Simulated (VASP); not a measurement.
# SnO2 (P2/m) in VASP: further runs, part 2 of 2

VASP 6.6.1. Earlier steps stand in the parts before.

## (3) Single point, LDA (strain +0.0625 x Voigt [0, 0, 0, 0, 0, 1])

Input file INCAR:

```
SYSTEM = SnO2
ALGO = Normal ; EDIFF = 1E-6
ENCUT = 520 ; ISIF = 2
ISMEAR = 0 ; LASPH = .True.
LCHARG = .False. ; LREAL = .False.
LWAVE = .False. ; NBANDS = 35
NELM = 100 ; PREC = Accurate
SIGMA = 0.05
```

Input file KPOINTS:

```
k-points
0
Gamma
  6 6 8
  0 0 0
```

Input file POSCAR:

```
SnO2
1.0
    4.7212714757      0.1475397336      0.0000000000
    0.1476327027      4.7242464866      0.0000000000
    0.0000000000      0.0000000000      3.1900194031
Sn O
2 4
Direct
    0.5000000000      0.5000000000      0.5000000000
    0.0000000000      0.0000000000      0.0000000000
    0.3055669669      0.3065721211      0.0000000000
    0.8055669669      0.1934278789      0.5000000000
    0.1944330331      0.8065721211      0.5000000000
    0.6944330331      0.6934278789      0.0000000000
```

Potentials or basis: VASP PAW LDA potentials, release 64 (Sn_d, O).

Run with:

```
$ cat potpaw_LDA.64/Sn_d/POTCAR potpaw_LDA.64/O/POTCAR > POTCAR
$ mpirun -np 1 vasp_std > vasp.out
```

OUTCAR:

```text
SYSTEM = SnO2
   EDIFF = 1E-6
   ENCUT = 520
   ISIF = 2
   ISMEAR = 0
   LASPH = .True.
   LREAL = .False.
   NELM = 100
   PREC = Accurate

 ion  position               nearest neighbor table
   1  0.500  0.500  0.500-   4 1.98   5 1.98   3 2.08   6 2.08   3 2.08   6 2.08   2 3.61   2 3.61
                             2 3.61   2 3.61
   2  0.000  0.000  0.000-   4 2.03   5 2.03   4 2.03   5 2.03   3 2.11   6 2.11   1 3.61   1 3.61
                             1 3.61   1 3.61
   3  0.306  0.307  0.000-   1 2.08   1 2.08   2 2.11
   4  0.806  0.193  0.500-   1 1.98   2 2.03   2 2.03
   5  0.194  0.807  0.500-   1 1.98   2 2.03   2 2.03
   6  0.694  0.693  0.000-   1 2.08   1 2.08   2 2.11

[... 1121 lines left out ...]
  Total        0.9374263      0.9340822      0.9461772     -5.8485950      0.0000000      0.0000000
  in kB       21.1294012     21.0540253     21.3266447   -131.8261613      0.0000000      0.0000000
  external PRESSURE =      21.1700238 kB  Pullay stress =       0.0000000 kB

 VOLUME and BASIS-vectors are now :
 -----------------------------------------------------------------------------
  energy-cutoff  :      520.00
  volume of cell :       71.08
      direct lattice vectors                 reciprocal lattice vectors
     4.721271476  0.147539734  0.000000000     0.212014395 -0.006625450  0.000000000
     0.147632703  4.724246487  0.000000000    -0.006621278  0.211880883  0.000000000
     0.000000000  0.000000000  3.190019403     0.000000000  0.000000000  0.313477717

 POSITION                                       TOTAL-FORCE (eV/Angst)
 -----------------------------------------------------------------------------------
      2.43445      2.43589      1.59501        -0.000000     -0.000000      0.000000
      0.00000      0.00000      0.00000        -0.000000     -0.000000      0.000000
      1.48792      1.49341      0.00000        -0.111632     -0.116220      0.000000
      3.83186      1.03265      1.59501         0.209290     -0.210522      0.000000
      1.03705      3.83913      1.59501        -0.209290      0.210522     -0.000000
      3.38098      3.37838      0.00000         0.111632      0.116220     -0.000000
 -----------------------------------------------------------------------------------
    total drift:                                0.000000      0.000000      0.000000

  FREE ENERGIE OF THE ION-ELECTRON SYSTEM (eV)
  ---------------------------------------------------
  free  energy   TOTEN  =       -42.0967718516 eV

  energy  without entropy=      -42.0967718516  energy(sigma->0) =      -42.09677185
```

OSZICAR:

```text
N       E                     dE             d eps       ncg     rms          rms(c)
DAV:   1     0.632280866412E+03    0.63228E+03   -0.25492E+04  7786   0.234E+03
DAV:   2     0.535390293085E+02   -0.57874E+03   -0.54557E+03  7464   0.612E+02
DAV:   3    -0.431911900975E+02   -0.96730E+02   -0.94969E+02  7691   0.208E+02
DAV:   4    -0.481883516264E+02   -0.49972E+01   -0.49603E+01  8798   0.513E+01
DAV:   5    -0.483206400751E+02   -0.13229E+00   -0.13211E+00  8827   0.885E+00    0.159E+01
DAV:   6    -0.421668198719E+02    0.61538E+01   -0.16989E+01 11269   0.653E+01    0.644E+00
DAV:   7    -0.421922752479E+02   -0.25455E-01   -0.20108E+00  8033   0.818E+00    0.323E+00
DAV:   8    -0.421111249279E+02    0.81150E-01   -0.20670E-01 10430   0.433E+00    0.760E-01
DAV:   9    -0.420965161539E+02    0.14609E-01   -0.24264E-02 11180   0.271E+00    0.108E-01
DAV:  10    -0.420968068362E+02   -0.29068E-03   -0.37936E-03  9406   0.414E-01    0.987E-02
DAV:  11    -0.420967735932E+02    0.33243E-04   -0.34477E-04 10833   0.176E-01    0.214E-02
DAV:  12    -0.420967718375E+02    0.17557E-05   -0.25823E-05 10786   0.670E-02    0.828E-03
DAV:  13    -0.420967718516E+02   -0.14062E-07   -0.28004E-06  7995   0.172E-02
   1 F= -.42096772E+02 E0= -.42096772E+02  d E =-.331652E-15
```

stdout:

```text
POSCAR found type information on POSCAR SnO
 POSCAR found :  2 types and       6 ions
 scaLAPACK will be used
 LDA part: xc-table for (Slater(with rela. corr.)+CA(PZ))
 , standard interpolation
 POSCAR, INCAR and KPOINTS ok, starting setup
 FFT: planning ... GRIDC
 FFT: planning ... GRID_SOFT
 FFT: planning ... GRID
 WAVECAR not read
 entering main loop
```

Wall time 72 s (1 thread of Intel Xeon 6975P-C (Granite Rapids), shared host); peak memory 0.29 GiB.

What came out:

- Free energy: -42.0968 eV
- Pressure: 2.1 GPa
- Largest force: 0.297 eV/Å
- Band gap on the k mesh: 1.19 eV

Forces in eV/Å, atoms in the order of the input:
```
Sn   0.000  0.000  0.000
Sn   0.000  0.000  0.000
O   -0.112 -0.116  0.000
O    0.209 -0.211  0.000
O   -0.209  0.211  0.000
O    0.112  0.116  0.000
```

Stress tensor (GPa, compression positive):
```
  2.11 -13.18   0.00
-13.18   2.11   0.00
  0.00   0.00   2.13
```

Caveat: the cell differs from its parent crystal (strain +0.0625 x Voigt [0, 0, 0, 0, 0, 1]); spin-orbit coupling is left out, which moves the levels of the heavy elements.

## (4) Single point, LDA (strain +0.0375 x Voigt [0, 0, 0, 0, 0, 1])

Input file INCAR:

```
SYSTEM = SnO2
ALGO = Normal
EDIFF = 1E-6
ENCUT = 520
ISIF = 2
ISMEAR = 0
LASPH = .True.
LCHARG = .True.
LELF = .True.
LREAL = .False.
LVHAR = .True.
LWAVE = .False.
NBANDS = 35
NELM = 80
PREC = Accurate
SIGMA = 0.05
```

KPOINTS is that of step 3.

POSCAR: that of step 3 with these lines changed.

```diff
@@ -2,4 +2,4 @@
 1.0
-    4.7212714757      0.1475397336      0.0000000000
-    0.1476327027      4.7242464866      0.0000000000
+    4.7212714757      0.0885238402      0.0000000000
+    0.0885796216      4.7242464866      0.0000000000
     0.0000000000      0.0000000000      3.1900194031
```

Run with:

```
$ cat potpaw_LDA.64/Sn_d/POTCAR potpaw_LDA.64/O/POTCAR > POTCAR
$ mpirun -np 1 vasp_std > vasp.out
```

It took 75 s on 1 thread of Intel Xeon 6975P-C (Granite Rapids), shared host; peak memory 0.29 GiB.

It converged, with:

```
Free energy            : -42.2142 eV
Pressure               : 1.4 GPa
Largest force          : 0.145 eV/Å
Band gap on the k mesh : 1.19 eV
```

Forces in eV/Å, atoms in the order of the input:
```
Sn   0.000  0.000  0.000
Sn   0.000  0.000  0.000
O   -0.086 -0.089  0.000
O    0.102 -0.102  0.000
O   -0.102  0.102  0.000
O    0.086  0.089  0.000
```

Stress tensor (GPa, compression positive):
```
 1.33 -7.87  0.00
-7.87  1.31  0.00
 0.00  0.00  1.66
```

Levels at points of the mesh, in eV from the valence-band top:
```tsv
k point	band 23	band 24	band 25	band 26	band 27	band 28	band 29	band 30
(0.00, 0.00, 0.00)	-1.09	-0.90	-0.69	0.00	1.19	5.97	5.98	6.18
(0.50, 0.00, 0.00)	-1.35	-1.09	-0.65	-0.62	4.22	4.49	6.74	6.92
(0.00, 0.50, 0.00)	-1.35	-1.09	-0.66	-0.63	4.22	4.50	6.76	6.94
(0.50, 0.50, 0.00)	-1.53	-1.19	-1.13	-0.70	4.61	4.89	7.29	7.35
(0.00, 0.00, 0.50)	-1.84	-1.62	-1.55	-1.02	6.01	6.15	9.44	9.62
(0.50, 0.00, 0.50)	-1.25	-1.01	-0.73	-0.69	6.25	6.49	7.63	8.18
(0.00, 0.50, 0.50)	-1.26	-1.02	-0.72	-0.69	6.25	6.48	7.62	8.17
(0.50, 0.50, 0.50)	-1.06	-1.04	-0.93	-0.64	4.60	4.87	8.45	8.82
```

Caveat: the cell differs from its parent crystal (strain +0.0375 x Voigt [0, 0, 0, 0, 0, 1]); spin-orbit coupling is left out, which moves the levels of the heavy elements.

## (5) Overview

```tsv
cell	gap on the mesh (eV)	pressure (GPa)	largest force (eV/Å)
a = 4.726, b = 4.729, c = 3.190 Å, angles 90.0, 90.0, 85.0°, 6 atoms	1.19	3.2	0.49
a = 4.724, b = 4.727, c = 3.190 Å, angles 90.0, 90.0, 86.4°, 6 atoms	1.19	2.1	0.30
a = 4.722, b = 4.725, c = 3.190 Å, angles 90.0, 90.0, 87.9°, 6 atoms	1.19	1.4	0.14
```

Alike in all rows: task single point; level LDA; potentials or basis VASP PAW LDA potentials, release 64 (Sn_d, O); no spin polarisation; k mesh 6 × 6 × 8; cutoff (eV) 520; smearing gaussian 0.05 eV.

Caveats: spin-orbit coupling is left out, which moves the levels of the heavy elements; the cell stands under pressure (at least some runs).

Total energies depend on the potentials used, so only differences within one code and one set of settings carry meaning.
